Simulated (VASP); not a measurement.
A run of VASP 6.6.1:

File INCAR:

```
PREC = Accurate
ENCUT = 520
EDIFF = 1E-6
ISMEAR = -1
SIGMA = 0.1
LREAL = False
LASPH = True
NELM = 80
ALGO = Normal
ISIF = 2
LWAVE = False
LCHARG = False
GGA = CA
NBANDS = 10
```

Contents of KPOINTS:

```
regular mesh
0
Gamma
  8 8 8
```

File POSCAR:

```
Cs
1.0
   -2.8840810378      2.8840810378      2.8840810378
    2.8840810378     -2.8840810378      2.8840810378
    2.8840810378      2.8840810378     -2.8840810378
Cs
1
Direct
    0.0000000000      0.0000000000      0.0000000000
```

Potentials or basis: VASP PAW LDA potentials, release 64 (Cs_sv).

Run with:

```bash
$ cat potpaw_LDA.64/Cs_sv/POTCAR > POTCAR
$ mpirun -np 1 vasp_std > vasp.out
```

Hardware: 1 thread of Intel Xeon 6975P-C (shared host).

Question: How long does it take, and how much memory?

Answer: Run time: 17 s on 1 thread of Intel Xeon 6975P-C, with other jobs on the host, peak memory 0.19 GiB. Counts: scf iterations 9, k points 29.
